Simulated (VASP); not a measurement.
Sn2Pt: single point with LDA

Crystal: Sn2Pt.

```xyz
6
Lattice="0.0000 3.2125 3.2125 6.4250 0.0000 6.4250 3.2125 3.2125 0.0000" Properties=species:S:1:pos:R:3 pbc="T T T"
Sn    1.6062    1.6062    1.6062
Sn    4.8187    4.8187    4.8187
Sn    4.8187    1.6062    4.8187
Sn    8.0312    4.8187    8.0312
Pt    0.0000    0.0000    0.0000
Pt    3.2125    0.0000    3.2125
```

```yaml
Program: VASP 6.6.1
Task: single point
Functional: LDA
Potentials_or_basis: VASP PAW LDA potentials, release 64 (Sn_d, Pt)
Cutoff: 500 eV
k_mesh: 4 × 2 × 4
Occupations: methfessel-paxton, width 0.15 eV
Spin: no spin polarisation
```

```
Pressure               : -1.0 GPa
Band gap on the k mesh : zero (bands 38 and 39 overlap by 1.56 eV)
```

Levels at points of the mesh, in eV from the Fermi level:
```
           k point  band 34  band 35  band 36  band 37  band 38  band 39  band 40  band 41  band 42  band 43
(0.00, 0.00, 0.00)    -3.11    -0.77    -0.77     0.58     0.78     2.25     2.25     2.25     2.62     2.62
(0.50, 0.00, 0.00)    -3.70    -3.50    -3.50    -0.78    -0.77    -0.77     0.58     0.78     1.96     2.64
(0.00, 0.50, 0.00)    -2.60    -0.72    -0.72     0.41     0.41     0.41     0.41     2.05     2.05     2.83
(0.50, 0.50, 0.00)    -3.84    -2.58    -2.58    -2.05    -2.05     0.10     0.10     3.62     3.62     3.80
```

Wall time 40 s on 1 thread of AMD EPYC 9R45 96-Core Processor (Zen 5) (shared host), peak memory 0.21 GiB.

Caveat: the k points lie up to 0.42 Å⁻¹ apart, too coarse for converged energies and pressures of a metal; spin-orbit coupling is left out, which moves the levels of the heavy elements.
